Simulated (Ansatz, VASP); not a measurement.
# One calculation of Si3F, two programs

```
Si F
1.0
     0.00000    2.99333    2.99333
     2.99333    0.00000    2.99333
     2.99333    2.99333    0.00000
Si F
3 1
Direct
  0.75000 0.75000 0.75000
  0.25000 0.25000 0.25000
  0.00000 0.00000 0.00000
  0.50000 0.50000 0.50000
```

Alike in both runs: functional PBE; k mesh 14 × 14 × 14; occupations gaussian, width 0.1 eV; no spin polarisation.

Ansatz relaxed the structure, and its values are those at the end. VASP's run is a single point on that final structure, the one shown.

```csv
,VASP,Ansatz
version,VASP 6.6.1,Ansatz 0.2.0
potentials or method,"VASP PAW PBE potentials, release 64 (Si, F), cutoff 520 eV","scalar-relativistic, plane waves, PAW"
valence electrons in the cell,19,19
```

Ansatz gave:

```
gap on the k mesh at the Fermi level (eV) : none
pressure (GPa)                            : 0.0
```

Q: Estimate VASP's values.

A: gap on the k mesh at the Fermi level (eV): none; pressure (GPa): -0.1.

A gap of «none» marks a metal or a gap that the smearing closes. The functional is the same, so the differences come from potentials, cutoffs and numerics.
